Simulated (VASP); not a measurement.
**Fe: single point with PBEsol**

The system is Fe.

```xyz
2
Lattice="0.0000 2.4340 2.4340 2.4340 0.0000 2.4340 2.4340 2.4340 0.0000" Properties=species:S:1:pos:R:3 pbc="T T T"
Fe    0.6085    0.6085    0.6085
Fe    4.2595    4.2595    4.2595
```

This cell differs from its parent crystal: volume scaled by 1.04.

```json
{
  "Program": "VASP 6.6.1",
  "Task": "single point",
  "Functional": "PBEsol",
  "Potentials or basis": "VASP PAW PBE potentials, release 64 (Fe)",
  "Cutoff": "520 eV",
  "k mesh": "13 × 13 × 13",
  "Occupations": "fermi-dirac, width 0.05 eV",
  "Spin": "collinear spin, antiferromagnetic start",
  "Starting moments": "[2.5, -2.5] μB",
  "Dipole correction": "no",
  "Further INCAR settings": "ALGO = Normal; EDIFF = 1e-06; NBANDS = 19"
}
```

| Property | Result |
| --- | --- |
| Pressure | -7.6 GPa |
| Band gap on the k mesh | zero (filled and empty bands overlap) |
| Net moment | 0.00 μB per cell |
| Valence electrons inside the program's atomic spheres | Fe 7.49 |

Levels at points of the mesh, in eV from the Fermi level:
Spin up:
| k point | band 5 | band 6 | band 7 | band 8 | band 9 | band 10 | band 11 | band 12 |
| --- | --- | --- | --- | --- | --- | --- | --- | --- |
| (0.00, 0.00, 0.00) | -2.44 | -2.44 | -0.39 | -0.39 | -0.39 | 1.25 | 1.25 | 14.30 |
Spin down:
```
           k point  band 6  band 7  band 8  band 9  band 10  band 11
(0.00, 0.00, 0.00)   -2.44   -0.39   -0.39   -0.39     1.25     1.25
```

It took 56 s on 1 thread of Intel(R) Xeon(R) 6975P-C (Granite Rapids), with other jobs on the host, peak memory 0.21 GiB.

Caveat: the starting moments collapsed, and a magnetic state may lie lower; the PAW data sets were made with another functional, which shifts forces and pressure a little.
